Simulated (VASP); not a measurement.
**AlNi: single point with PBEsol**

AlNi:

```
Al Ni
1.0
     0.00000   -2.86182    0.00000
     0.00000    0.00000   -2.86182
     8.58547    0.00000    0.00000
Al Ni
3 3
Direct
  0.00000 0.00000 0.33333
  0.00000 0.00000 0.66667
  0.00000 0.00000 0.00000
  0.50000 0.50000 0.16667
  0.50000 0.50000 0.50000
  0.50000 0.50000 0.83333
```

```
Program             : VASP 6.6.1
Task                : single point
Functional          : PBEsol
Potentials or basis : VASP PAW PBE potentials, release 64 (Al, Ni)
Cutoff              : 520 eV
k mesh              : 15 × 15 × 5
Occupations         : gaussian, width 0.15 eV
Spin                : no spin polarisation
```

```
Pressure : 0.3 GPa
```

Levels at points of the mesh, in eV from the Fermi level:
```csv
k point,band 17,band 18,band 19,band 20,band 21,band 22
"(0.00, 0.00, 0.00)",-1.53,-1.53,-0.16,-0.16,5.57,5.57
```

It took 6.5 min on 1 thread of AMD EPYC 7R13, on a shared host, peak memory 0.28 GiB.

Caveat: the PAW data sets were made with another functional, which shifts forces and pressure a little. Spin polarisation is off, so any magnetic state and its effect on volume and gap are missing.
